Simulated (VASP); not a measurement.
Input of a VASP 6.6.1 run:

INCAR

```
SYSTEM = Ga8H
  ALGO = Normal
  EDIFF = 1E-6
  ENCUT = 520
  GGA = PE
  ISIF = 2
  ISMEAR = 0
  LASPH = .TRUE.
  LCHARG = .TRUE.
  LELF = .TRUE.
  LREAL = .FALSE.
  LVHAR = .TRUE.
  LWAVE = .FALSE.
  NBANDS = 62
  NELM = 80
  PREC = Accurate
  SIGMA = 0.1
```

The input KPOINTS:

```
k-points
0
G
  8 8 8
  0 0 0
```

File POSCAR:

```
Ga8H
1.0
   -2.8691015885      2.8691015885      4.7925772031
    2.8691015885     -2.8691015885      4.7925772031
    2.8691015885      2.8691015885     -4.7925772031
Ga H
8 1
Direct
   -0.0126686809     -0.0172035666     -0.0045348857
   -0.0014649291     -0.0053870031      0.5039220740
    0.0081337952      0.5126686809     -0.0045348857
   -0.0126686809      0.4918662048      0.5045348857
    0.4906909229     -0.0053870031     -0.0039220740
    0.5053870031      0.0093090771      0.5039220740
    0.5053870031      0.5014649291     -0.0039220740
    0.5172035666      0.5126686809      0.5045348857
    0.1250000000      0.3750000000      0.2500000000
```

Potentials or basis: VASP PAW PBE potentials, release 64 (Ga_d, H).

Launch:

```sh
$ cat potpaw_PBE.64/Ga_d/POTCAR potpaw_PBE.64/H/POTCAR > POTCAR
$ mpirun -np 1 vasp_std > vasp.out
```

(1) Predict the band gap on the k mesh.

(2) What does it give for the pressure?

(3) What does it give for the largest force?

Results:

(1) zero (an odd number of electrons rules out a gap without spin polarisation).

(2) 0.1 GPa.

(3) 0.004 eV/Å.
